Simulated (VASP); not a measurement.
Wanted: the native input for a VASP 6.6.1 run.

* Task: single point
* Functional: PBE
* Potentials or basis: VASP PAW PBE potentials, release 64 (Ba_sv, F_h, Li_sv)
* Cutoff: 910 eV
* k mesh: 1 × 1 × 1
* Occupations: fermi-dirac, width 0.05 eV
* Spin: no spin polarisation
* Dipole correction: no
* Second run: hard_potentials
* Further INCAR settings: LREAL = Auto; ALGO = Normal; EDIFF = 1e-06; NBANDS = 61; ISYM = 0

The structure of BaLi7F9 lies in POSCAR:

```
BaLi7F9
1.0
    5.6029570000      0.0278370000     -0.0374620000
    0.0278370000      5.7534950000     -0.0718080000
   -0.0374620000     -0.0718080000      5.5402340000
Ba F Li
1 9 7
Direct
    0.8049743242      0.0216892032      0.6844612351
    0.6817781286      0.6341783521      0.4418119977
    0.0294124103      0.3848921000      0.5850117846
    0.2678391793      0.5216290005      0.2061286449
    0.7999589407      0.6652907003      0.9927191264
    0.3593680532      0.7706954907      0.7682344731
    0.5123160862      0.0985868444      0.2822423582
    0.4668721382      0.3015772135      0.8680134486
    0.0494779585      0.1464552802      0.0177980215
    0.0904991752      0.9182223539      0.3841904495
    0.1932126430      0.2278729968      0.3482844292
    0.9795553180      0.6624337351      0.2631331353
    0.5920141809      0.5575131812      0.7576342338
    0.5599660390      0.3983032196      0.1797342505
    0.1415044576      0.4425672742      0.9109800977
    0.3609737448      1.0089338857     -0.0074992639
    0.3898932383      0.7809915354      0.4212671560
```

One way to write it, as run:

INCAR

```
SYSTEM = BaLi7F9
  ALGO = Normal
  EDIFF = 1E-6
  ENCUT = 910
  GGA = PE
  GGA_COMPAT = .False.
  ISIF = 2
  ISMEAR = -1
  ISYM = 0
  LASPH = .True.
  LCHARG = .False.
  LREAL = Auto
  LWAVE = .False.
  NBANDS = 61
  NELM = 120
  PREC = Accurate
  SIGMA = 0.05
```

KPOINTS

```
k-points
0
Gamma
  1 1 1
  0 0 0
```

Potentials or basis: VASP PAW PBE potentials, release 64 (Ba_sv, F_h, Li_sv).

The run is started by

```bash
$ cat potpaw_PBE.64/Ba_sv/POTCAR potpaw_PBE.64/F_h/POTCAR potpaw_PBE.64/Li_sv/POTCAR > POTCAR
$ mpirun -np 1 vasp_gam > vasp.out
```

Results of the run:

```
Pressure               : 8.5 GPa
Largest force          : 1.026 eV/Å
Band gap on the k mesh : 7.18 eV
```

Caveat: the k points lie up to 1.13 Å⁻¹ apart; the cutoff is under 1.25 times the usual one of these potentials, so pressure, stress and relaxed cells hold a basis-set (Pulay) error; spin-orbit coupling is left out, which moves the levels of the heavy elements.

It took 70 s on 1 thread of Intel(R) Xeon(R) Platinum 8488C (Sapphire Rapids) (shared host), peak memory 0.42 GiB.
